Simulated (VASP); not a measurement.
A run of VASP 6.6.1 is set up as follows.

File INCAR:

```
ALGO = Normal
EDIFF = 1E-6
ENCUT = 520
GGA = PE
ISIF = 2
ISMEAR = 0
LASPH = T
LCHARG = F
LREAL = F
LWAVE = F
NBANDS = 16
NELM = 80
PREC = Accurate
SIGMA = 0.1
```

Contents of KPOINTS:

```
k-points
0
Gamma
  14 14 14
```

Contents of POSCAR:

```
AlRu
1.0
    2.9850207344      0.0000000000      0.0000000000
    0.0000000000      2.9850207344      0.0000000000
    0.0000000000      0.0000000000      2.9850207344
Al Ru
1 1
Direct
    0.0000000000      0.0000000000      0.0000000000
    0.5000000000      0.5000000000      0.5000000000
```

Potentials or basis: VASP PAW PBE potentials, release 64 (Al, Ru_pv).

The run is started by

```bash
$ cat potpaw_PBE.64/Al/POTCAR potpaw_PBE.64/Ru_pv/POTCAR > POTCAR
$ mpirun -np 1 vasp_std > vasp.out
```

(1) What does it give for the band gap on the k mesh?

(2) Predict the pressure.

## Answers

(1) zero (an odd number of electrons rules out a gap without spin polarisation).

(2) 4.0 GPa.

Caveat: the cell stands under pressure.
